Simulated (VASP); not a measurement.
A run of VASP 6.6.1:

File INCAR:

```
PREC = Accurate
ENCUT = 600
EDIFF = 1E-7
ISMEAR = -1
SIGMA = 0.1
LREAL = F
LASPH = T
NELM = 100
ALGO = Normal
ISIF = 4
LWAVE = F
LCHARG = F
GGA = PS
IBRION = 2
NSW = 50
EDIFFG = -0.005
```

File KPOINTS:

```
Automatic mesh
0
Gamma
  8 8 11
```

File POSCAR:

```
SnO2
1.0
    4.2742587575      0.0000000000      0.0000000000
    0.0000000000      4.2742587575      0.0000000000
    0.0000000000      0.0000000000      2.8788972162
Sn O
2 4
Direct
    0.0000000000      0.0000000000      0.0000000000
    0.5000000000      0.5000000000      0.5000000000
    0.3062733669      0.3062733669      0.0000000000
    0.6937266331      0.6937266331      0.0000000000
    0.8062733669      0.1937266331      0.5000000000
    0.1937266331      0.8062733669      0.5000000000
```

Potentials or basis: VASP PAW PBE potentials, release 64 (Sn_d, O).

The run is started by

```sh
$ cat potpaw_PBE.64/Sn_d/POTCAR potpaw_PBE.64/O/POTCAR > POTCAR
$ mpirun -np 1 vasp_std > vasp.out
```

Hardware: 1 thread of Intel(R) Xeon(R) Platinum 8375C CPU @ 2.90GHz (Ice Lake), on a shared host.

How long does it take, and how much memory?

Run time: 13 min on 1 thread of Intel(R) Xeon(R) Platinum 8375C CPU @ 2.90GHz (Ice Lake) (shared host), peak memory 0.28 GiB. Counts: scf iterations 74, k points 90, ion steps 8.
